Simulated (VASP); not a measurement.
Runs of VASP 6.6.1 on ZrB. The structure is that of space group R-3m (No. 166), or close to it. The cells are those of the table. 

```csv
cell,gap on the mesh (eV),pressure (GPa)
"a = 3.134 Å, angles 67.3°, 2 atoms",none,28.8
"a = 3.776 Å, angles 45.7°, 2 atoms",none,28.1
"a = 3.213 Å, angles 63.2°, 2 atoms",none,(a)
"a = 4.142 Å, angles 38.9°, 2 atoms",none,27.5
"a = 4.520 Å, angles 33.6°, 2 atoms",none,(b)
```

Alike in all rows: task single point; level PBEsol; potentials or basis VASP PAW PBE potentials, release 64 (Zr_sv, B); no spin polarisation; k mesh 20 × 20 × 20; cutoff (eV) 520; smearing gaussian 0.15 eV.

Fill in the values left out.

(a) 29.5; (b) 24.0.

Caveats: the cell stands under pressure; the PAW data sets were made with another functional, which shifts forces and pressure a little.

A k mesh can miss the band edges, and the runs leave out spin-orbit coupling on Zr.

A gap of «none» marks levels without a gap at the run's occupations.
